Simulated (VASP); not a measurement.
Wanted: the native input for a VASP 6.6.1 run.

| Property | Result |
| --- | --- |
| Task | single point |
| Functional | RPBE |
| Potentials or basis | VASP PAW PBE potentials, release 64 (Zn, S) |
| Cutoff | 520 eV |
| k mesh | 8 × 8 × 3 |
| Occupations | fermi-dirac, width 0.05 eV |
| Spin | no spin polarisation |
| Dipole correction | no |
| Further INCAR settings | ALGO = Normal; EDIFF = 1e-06; NBANDS = 46 |

The structure of ZnS (Wurtzite-4H) lies in POSCAR:

```
ZnS
1.0
    3.8976739363      0.0000000000      0.0000000000
   -1.9488369681      3.3754846444      0.0000000000
    0.0000000000      0.0000000000     12.7655525367
Zn S
4 4
Direct
    0.6666666667      0.3333333333      0.7500000000
    0.3333333333      0.6666666667      0.2500000000
    0.0000000000      0.0000000000      0.5000000000
    0.0000000000      0.0000000000      0.0000000000
    0.6666666667      0.3333333333      0.9375000000
    0.3333333333      0.6666666667      0.4375000000
    0.0000000000      0.0000000000      0.6875000000
    0.0000000000      0.0000000000      0.1875000000
```

The input as run:

INCAR

```
SYSTEM = ZnS
PREC = Accurate
ENCUT = 520
EDIFF = 1E-6
ISMEAR = -1
SIGMA = 0.05
LREAL = .False.
LASPH = .True.
NELM = 60
ALGO = Normal
ISIF = 2
LWAVE = .False.
LCHARG = .True.
GGA = RP
LELF = .True.
LVHAR = .True.
NBANDS = 46
```

KPOINTS

```
Automatic mesh
0
Gamma
  8 8 3
  0 0 0
```

Potentials or basis: VASP PAW PBE potentials, release 64 (Zn, S).

The run is started by

```sh
$ cat potpaw_PBE.64/Zn/POTCAR potpaw_PBE.64/S/POTCAR > POTCAR
$ mpirun -np 1 vasp_std > vasp.out
```

It gave:

The pressure is 0.0 GPa. The largest force is 0.031 eV/Å and the band gap on the k mesh is 2.05 eV, direct.

Caveat: the PAW data sets were made with another functional, which shifts forces and pressure a little.

It took 3.4 min on 1 thread of Intel Xeon 6975P-C, on a shared host, peak memory 0.34 GiB.
